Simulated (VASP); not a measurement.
Wanted: the native input for a VASP 6.6.1 run.

```yaml
Task: single point
Functional: PBE
Dispersion: D3(BJ)
Potentials_or_basis: VASP PAW PBE potentials, release 64 (Ti_sv, C, O)
Cutoff: 520 eV
k_mesh: 5 × 5 × 1
Occupations: gaussian, width 0.1 eV
Spin: no spin polarisation
Dipole_correction: yes
Further_INCAR_settings: LREAL = Auto; ALGO = Normal; EDIFF = 1e-07; NBANDS = 156
```

The structure of Ti16C17O lies in POSCAR:

```
Ti16C17O
1.0
    6.0686302234      0.0000000000      0.0000000000
    0.0000000000      6.0686302234      0.0000000000
    0.0000000000      0.0000000000     26.5867543752
Ti C O
16 17 1
Direct
    0.2500000000      0.2500000000      0.3197080727
    0.2500000000      0.7500000000      0.3197080727
    0.7500000000      0.2500000000      0.3197080727
    0.7500000000      0.7500000000      0.3197080727
    0.5000000000      0.5000000000      0.4004093407
    0.5000000000      0.0000000000      0.4004093407
    0.0000000000      0.5000000000      0.4004093407
    0.0000000000      0.0000000000      0.4004093407
    0.7501421678      0.7500000000      0.4803058857
    0.7500649799      0.2500000000      0.4803026869
    0.2498578322      0.7500000000      0.4803058857
    0.2499350201      0.2500000000      0.4803026869
    0.0000000000      0.0002552827      0.5594139255
    0.0000000000      0.4997447173      0.5594139255
    0.5000000000      0.0001482386      0.5591623002
    0.5000000000      0.4998517614      0.5591623002
    0.5000000000      0.5000000000      0.3197080727
    0.5000000000      0.0000000000      0.3197080727
    0.0000000000      0.5000000000      0.3197080727
    0.0000000000      0.0000000000      0.3197080727
    0.7500000000      0.7500000000      0.4004093407
    0.7500000000      0.2500000000      0.4004093407
    0.2500000000      0.7500000000      0.4004093407
    0.2500000000      0.2500000000      0.4004093407
    0.0000000000     -0.0001133218      0.4812035803
    0.0000000000      0.5001133218      0.4812035803
    0.5000000000     -0.0001296416      0.4811166524
    0.5000000000      0.5001296416      0.4811166524
    0.2505665088      0.2500000000      0.5635007877
    0.2499870923      0.7500000000      0.5639616296
    0.7494334912      0.2500000000      0.5635007877
    0.7500129077      0.7500000000      0.5639616296
    0.0000000000      0.2500000000      0.6873903469
    0.0000000000      0.2500000000      0.7300978961
```

The input as run:

INCAR

```
PREC = Accurate ; ENCUT = 520
EDIFF = 1E-7 ; ISMEAR = 0
SIGMA = 0.1 ; LREAL = Auto
LASPH = T ; NELM = 60
ALGO = Normal ; ISIF = 2
LWAVE = F ; LCHARG = F
LDIPOL = T ; IDIPOL = 3
DIPOL = 0.5 0.5 0.456 ; GGA = PE
IVDW = 12 ; NBANDS = 156
KPAR = 4
```

KPOINTS

```
regular mesh
0
Gamma
  5 5 1
```

Potentials or basis: VASP PAW PBE potentials, release 64 (Ti_sv, C, O).

The run is started by

```bash
$ cat potpaw_PBE.64/Ti_sv/POTCAR potpaw_PBE.64/C/POTCAR potpaw_PBE.64/O/POTCAR > POTCAR
$ mpirun -np 4 vasp_std > vasp.out
```

It gave:

```
Largest force              : 1.405 eV/Å
Band gap on the k mesh     : zero (bands 133 and 134 overlap by 0.45 eV)
Dispersion energy per atom : -0.325 eV
```

It took 28 min on 4 MPI ranks on AMD EPYC 7R13 Processor (Zen 3), with other jobs on the host, peak memory 1.5 GiB a rank.
